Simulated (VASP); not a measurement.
A run of VASP 6.6.1:

The input INCAR:

```
SYSTEM = Co
PREC = Accurate ; ENCUT = 520
EDIFF = 1E-7 ; ISMEAR = -1
SIGMA = 0.1 ; LREAL = .False.
LASPH = .True. ; NELM = 150
ALGO = Normal ; ISIF = 2
LWAVE = .False. ; LCHARG = .True.
ISPIN = 2 ; MAGMOM = 1.7 1.7 1.7 1.7 1.7 1.7
LORBIT = 11 ; LMAXMIX = 4
LDIPOL = .True. ; IDIPOL = 3
DIPOL = 0.5 0.5 0.500 ; GGA = PE
LELF = .True. ; LVHAR = .True.
LVACPOTAV = .True. ; NBANDS = 40
```

Contents of KPOINTS:

```
regular mesh
0
Gamma
  15 15 1
  0 0 0
```

Contents of POSCAR:

```
Co
1.0
    2.4930397870      0.0000000000      0.0000000000
   -1.2465198935      2.1590357882      0.0000000000
    0.0000000000      0.0000000000     21.0101000000
Co
6
Direct
    0.8333333333      0.1666666667      0.2617780433
    0.1666666667      0.8333333333      0.3549483854
    0.8333333333      0.1666666667      0.4525281942
    0.1666666667      0.8333333333      0.5474717061
    0.8333333333      0.1666666667      0.6450515724
    0.1666666667      0.8333333333      0.7382219567
```

Potentials or basis: VASP PAW PBE potentials, release 64 (Co).

The run is started by

```console
$ cat potpaw_PBE.64/Co/POTCAR > POTCAR
$ mpirun -np 1 vasp_std > vasp.out
```

Hardware: 1 thread of AMD EPYC 7R13 Processor (Zen 3), on a shared host.

Question: How long does it take, and how much memory?

Answer: Wall time 11 min on 1 thread of AMD EPYC 7R13 Processor (Zen 3) (shared host), peak memory 0.35 GiB. Counts: scf iterations 38, k points 27.
